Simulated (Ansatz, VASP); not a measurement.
**MnSb: VASP beside Ansatz**

```
Mn Sb
1.0
     0.00000    3.08866    3.08866
     3.08866    0.00000    3.08866
     3.08866    3.08866    0.00000
Mn Sb
1 1
Direct
  0.00000 0.00000 0.00000
  0.75000 0.75000 0.75000
```

Alike in both runs: functional PBE; k mesh 6 × 6 × 6; occupations gaussian, width 0.1 eV; collinear spin.

Ansatz relaxed the structure, and its values are those at the end. VASP's run is a single point on that final structure, the one shown.

|  | VASP | Ansatz |
| --- | --- | --- |
| version | VASP 6.6.1 | Ansatz 0.2.0 |
| potentials or method | VASP PAW PBE potentials, release 64 (Mn_pv, Sb), cutoff 520 eV | scalar-relativistic, plane waves, PAW |
| valence electrons in the cell | 18 | 30 |

```csv
,VASP,Ansatz,Ansatz less VASP
gap on the k mesh at the Fermi level (eV),none,none,-
pressure (GPa),0.0,0.0,-0.01
net moment per atom (μB),2.00,2.00,+0.001
size of the moment on the site where the two differ most (μB),0.17,0.14,-0.025
```

Site moments also hang on the region over which each program counts them. A gap of «none» marks a metal or a gap that the smearing closes. VASP's potentials hold 18 valence electrons a cell and Ansatz's 30, so a difference there can come from the potentials and not from the codes.

Spin-orbit coupling is off throughout.
